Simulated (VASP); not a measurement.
Au:

```
Au
1.0
     2.74841    0.00000    0.00000
     0.00000    2.74841    0.00000
     0.00000    0.00000    2.74841
Au
1
Direct
  0.50000 0.50000 0.50000
```

```yaml
Program: VASP 6.6.1
Task: relaxation of cell and atoms
Functional: PBEsol-based screened hybrid
Potentials_or_basis: VASP PAW PBE potentials, release 64 (Au)
Cutoff: 600 eV
k_mesh: 5 × 5 × 5
Occupations: fermi-dirac, width 0.05 eV
Spin: no spin polarisation
```

At the start: pressure -5.3 GPa; volume 20.76 Å³/atom.

Task: How do energy, volume and symmetry change on relaxing?

Result: Over 3 steps the energy falls by 17.2 meV/atom and the volume is 19.79 Å³/atom (-4.7 %); space group Pm-3m (No. 221, to 0.05 Å).

Step by step:
```csv
step,energy change (eV),largest force (eV/Å),pressure (GPa),volume (Å³)
1,0.0000,0.0000,-5.35,20.76
2,0.0067,0.0000,7.88,18.75
3,-0.0172,0.0000,-0.08,19.79
```

Final structure:
```
CELL_PARAMETERS angstrom
2.70491 0.00000 0.00000
0.00000 2.70491 0.00000
0.00000 0.00000 2.70491
ATOMIC_POSITIONS crystal
Au 0.50000 0.50000 0.50000
```

Caveat: the k points lie up to 0.46 Å⁻¹ apart in the final cell; the PAW data sets were made with another functional, which shifts forces and pressure a little.
